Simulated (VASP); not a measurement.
Runs of VASP 6.6.1 on GaN. Symmetry: Fm-3m, No. 225, cubic system. Conventional cell: a = 4.270 Å, b = 4.270 Å, c = 4.270 Å, α = 90.00°, β = 90.00°, γ = 90.00°. Ga (site symmetry m-3m) has 6 N at 2.14 Å within 2.8 Å. Within 2.8 Å of N (site symmetry m-3m) lie 6 Ga at 2.14 Å. 

| k mesh | gap on the mesh (eV) | pressure (GPa) |
| --- | --- | --- |
| 3 × 3 × 3 | (b) | -8.0 |
| 7 × 7 × 7 | (a) | -7.3 |
| 5 × 5 × 5 | (c) | -7.7 |
| 9 × 9 × 9 | 0.57 | -7.2 |

Alike in all rows: task single point; level PBEsol; potentials or basis VASP PAW PBE potentials, release 64 (Ga_d, N); no spin polarisation; cell as given; cutoff (eV) 520; smearing fermi-dirac 0.05 eV.

Q: Fill in the values left out.

A: (a) 0.73; (b) 2.06; (c) 1.05.

Caveats: some runs use coarse meshes; the PAW data sets were made with another functional, which shifts forces and pressure a little.

A k mesh can miss the band edges, and the runs leave out spin-orbit coupling on Ga.
